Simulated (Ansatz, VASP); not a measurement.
## GaB2 in VASP and in Ansatz

File INCAR:

```
SYSTEM = GaB2
PREC = Accurate ; ENCUT = 500
EDIFF = 1E-7 ; ISMEAR = 0
SIGMA = 0.1 ; LREAL = .FALSE.
LASPH = .TRUE. ; NELM = 120
ALGO = Normal ; ISIF = 3
LWAVE = .FALSE. ; LCHARG = .FALSE.
GGA = PE ; IBRION = 2
NSW = 90 ; EDIFFG = -0.04
GGA_COMPAT = .FALSE. ; NELMIN = 4
```

KPOINTS

```
regular mesh
0
G
  6 6 6
  0 0 0
```

File POSCAR:

```
GaB2
1.0
   -1.7725035611      1.7725035611      2.7831821024
    1.7725035611     -1.7725035611      2.7831821024
    1.7725035611      1.7725035611     -2.7831821024
Ga B
1 2
Direct
    0.0000000000      0.0000000000      0.0000000000
    0.6396378761      0.6396378761      0.0000000000
    0.3603621239      0.3603621239      0.0000000000
```

Input for Ansatz:

```yaml
crystal:
  lattice:
    - [-1.7725035611, 1.7725035611, 2.7831821024]
    - [1.7725035611, -1.7725035611, 2.7831821024]
    - [1.7725035611, 1.7725035611, -2.7831821024]
  atoms:
    - { symbol: Ga, position: [0.0, 0.0, 0.0] }
    - { symbol: B, position: [0.6396378761, 0.6396378761, 0.0] }
    - { symbol: B, position: [0.3603621239, 0.3603621239, 0.0] }
basis:
  ecutwfc: 420
kpoints:
  mp_grid: { grid: [6, 6, 6] }
hamiltonian:
  xc: pbe
scf:
  occupations: { method: gaussian, width: 0.1 }
  lower_state_search: "off"
output:
  forces: true
  stress: true
  eigenvalues: true
relax:
  adjacent_minimum: "off"
  f_tol: 0.04
  max_steps: 70
  cell: { stress_tol: 0.4 }
```

Alike in both runs: task relaxation of cell and atoms; functional PBE; k mesh 6 × 6 × 6; occupations gaussian, width 0.1 eV; no spin polarisation.

|  | VASP | Ansatz |
| --- | --- | --- |
| version | VASP 6.6.1 | Ansatz 0.2.0 |
| potentials or method | VASP PAW PBE potentials, release 64 (Ga_d, B), cutoff 500 eV | scalar-relativistic, plane waves, PAW |
| valence electrons in the cell | 19 | 19 |

```tsv
	VASP	Ansatz	Ansatz less VASP
gap on the k mesh at the Fermi level, each at its own relaxed structure (eV)	none	none	-
relaxed volume (Å³/atom)	11.48	11.44	-0.039
relaxed length of the cell vector where the two differ most in proportion (Å)	3.733	3.732	-0.0017
```

A gap of «none» marks a metal or a gap that the smearing closes.

The k mesh is coarse, so the values compare programs but aren't converged.
